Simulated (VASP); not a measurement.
Here is a VASP 6.6.1 calculation.

POSCAR

```
Si
1.0
    3.7681329780      0.0000000000      0.0000000000
   -1.8840664890      3.2632988838      0.0000000000
    0.0000000000      0.0000000000      6.3412168871
Si
4
Direct
    0.3333333333      0.6666666667      0.0017464934
    0.6666666667      0.3333333333      0.5017464934
    0.3333333333      0.6666666667      0.3732535066
    0.6666666667      0.3333333333      0.8732535066
```

File INCAR.step1:

```
SYSTEM = Si
ALGO     = Normal         ! electronic algorithm
EDIFF    = 1E-4           ! SCF threshold, eV
ENCUT    = 520            ! plane-wave cutoff, eV
GGA      = PE             ! functional
ISMEAR   = 0              ! smearing method
LASPH    = .True.         ! aspherical terms in the spheres
LCHARG   = .False.        ! write CHGCAR
LREAL    = .False.        ! projectors in reciprocal space
LWAVE    = .True.         ! write WAVECAR
NBANDS   = 16             ! bands
NELM     = 80             ! most SCF steps
PREC     = Accurate       ! precision mode
SIGMA    = 0.01           ! smearing width, eV
```

Contents of INCAR.step2:

```
SYSTEM = Si
ALGO     = Normal         ! electronic algorithm
EDIFF    = 1E-7           ! SCF threshold, eV
ENCUT    = 520            ! plane-wave cutoff, eV
ISIF     = 2              ! what is computed and relaxed
ISMEAR   = 0              ! smearing method
ISTART   = 1            
LASPH    = .True.         ! aspherical terms in the spheres
LCHARG   = .False.        ! write CHGCAR
LMIXTAU  = .True.       
LREAL    = .False.        ! projectors in reciprocal space
LWAVE    = .False.        ! write WAVECAR
METAGGA  = R2SCAN         ! meta-GGA
NBANDS   = 16             ! bands
NELM     = 80             ! most SCF steps
PREC     = Accurate       ! precision mode
SIGMA    = 0.01           ! smearing width, eV
```

Contents of KPOINTS:

```
k-points
0
Gamma
  12 12 4
  0 0 0
```

Potentials or basis: VASP PAW PBE potentials, release 64 (Si).

The run is started by

```console
$ cat potpaw_PBE.64/Si/POTCAR > POTCAR
$ cp INCAR.step1 INCAR
$ mpirun -np 1 vasp_std > vasp.out
$ cp INCAR.step2 INCAR
$ mpirun -np 1 vasp_std > vasp.out
```

Q: What does it give for the largest force?

A: 0.003 eV/Å.

Q: What does it give for the band gap on the k mesh?

A: 0.60 eV (least direct gap 1.64 eV).

Q: Estimate the pressure.

A: 3.2 GPa.

Forces on the atoms (eV/Å):
```
Si   0.000  0.000 -0.003
Si   0.000  0.000 -0.003
Si   0.000  0.000  0.003
Si   0.000  0.000  0.003
```

Caveat: the cell differs from its parent crystal (biaxial xy strain -1.7%); the cell stands under pressure; the PAW data sets were made with another functional, which shifts forces and pressure a little. A k mesh can miss the band edges.
